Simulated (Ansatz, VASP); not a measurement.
## Two plane-wave programs on Ga2SnSe4

```
Ga Sn Se
1.0
     5.96195    0.00000    0.00000
     0.00000    5.96195    0.00000
     0.00000    0.00000    5.77634
Ga Sn Se
2 1 4
Direct
  0.50000 0.00000 0.66840
  0.00000 0.50000 0.66840
  0.00000 0.00000 0.01815
  0.74080 0.74080 0.33159
  0.25920 0.25920 0.33159
  0.25920 0.74080 0.33159
  0.74080 0.25920 0.33159
```

Alike in both runs: functional PBE; k mesh 2 × 2 × 2; occupations gaussian, width 0.15 eV; no spin polarisation.

Ansatz relaxed the structure, and its values are those at the end. VASP's run is a single point on that final structure, the one shown.

|  | VASP | Ansatz |
| --- | --- | --- |
| version | VASP 6.6.1 | Ansatz 0.2.0 |
| potentials or method | VASP PAW PBE potentials, release 64 (Ga_d, Sn_d, Se), cutoff 500 eV | scalar-relativistic, plane waves, PAW |
| valence electrons in the cell | 64 | 104 |

|  | VASP | Ansatz | Ansatz less VASP |
| --- | --- | --- | --- |
| gap on the k mesh at the Fermi level (eV) | none | none | - |
| pressure (GPa) | -0.3 | -0.3 | -0.04 |
| rms of the force components (eV/Å) | 0.012 | 0.017 | +0.0046 |

A gap of «none» marks a metal or a gap that the smearing closes. VASP's potentials hold 64 valence electrons a cell and Ansatz's 104, so a difference there can come from the potentials and not from the codes.

The k mesh is coarse, so the values compare programs but aren't converged.
